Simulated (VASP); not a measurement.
Crystal: CdP2C.

```
Cd P C
1.0
     3.48040    0.00000    0.00000
     0.00000    3.48040    0.00000
     0.00000    0.00000    4.92203
Cd P C
1 2 1
Direct
  0.00000 0.00000 0.00000
  0.00000 0.50000 0.25000
  0.50000 0.00000 0.75000
  0.50000 0.50000 0.50000
```

| Property | Result |
| --- | --- |
| Program | VASP 6.6.1 |
| Task | relaxation of cell and atoms |
| Functional | PBE |
| Potentials or basis | VASP PAW PBE potentials, release 64 (Cd, P, C) |
| Cutoff | 600 eV |
| k mesh | 6 × 6 × 6 |
| Occupations | fermi-dirac, width 0.02 eV |
| Spin | no spin polarisation |

At the start: pressure 34.5 GPa; volume 14.91 Å³/atom.

Problem. How do energy, volume and symmetry change on relaxing?

Solution. Over 23 steps the energy falls by 1027.7 meV/atom and the volume is 16.49 Å³/atom (+10.7 %); space group P-4m2 (No. 115, to 0.1 Å) before and after.

Step by step:
```csv
step,energy change (eV),largest force (eV/Å),pressure (GPa),volume (Å³)
1,0.0000,8.1894,34.52,59.62
2,-2.1734,0.0970,-13.29,91.85
3,-3.0659,1.3671,-6.74,76.85
4,-3.0702,1.4980,-6.14,76.20
5,-3.0702,1.5978,-5.64,75.68
6,-3.6255,0.7899,-3.16,70.93
7,-3.8938,0.2410,1.00,66.53
8,-3.9033,0.6399,2.73,65.26
9,-4.0542,0.6676,0.79,66.26
10,-4.0797,0.6443,-0.43,66.86
11,-4.1097,0.0123,-0.23,66.31
12,-4.1098,0.0119,-0.22,66.29
13,-4.1100,0.0031,0.13,66.00
14,-4.1100,0.0039,0.11,66.01
15,-4.1104,0.0050,0.11,65.97
16,-4.1106,0.0090,0.10,65.91
17,-4.1106,0.0113,0.13,65.89
18,-4.1106,0.0006,-0.17,66.10
19,-4.1107,0.0062,0.00,65.97
20,-4.1107,0.0059,-0.01,65.98
21,-4.1107,0.0061,-0.01,65.98
22,-4.1107,0.0062,-0.02,65.98
23,-4.1107,0.0041,0.01,65.97
```

Final structure:
```
Cd P C
1.0
     3.28093    0.00000    0.00000
     0.00000    3.28093    0.00000
     0.00000    0.00000    6.12871
Cd P C
1 2 1
Direct
  0.00000 0.00000 0.00000
  0.00000 0.50000 0.33020
  0.50000 0.00000 0.66980
  0.50000 0.50000 0.50000
```

Caveat: a cell axis changed by over 15 % at a fixed basis, so the end point is rough.
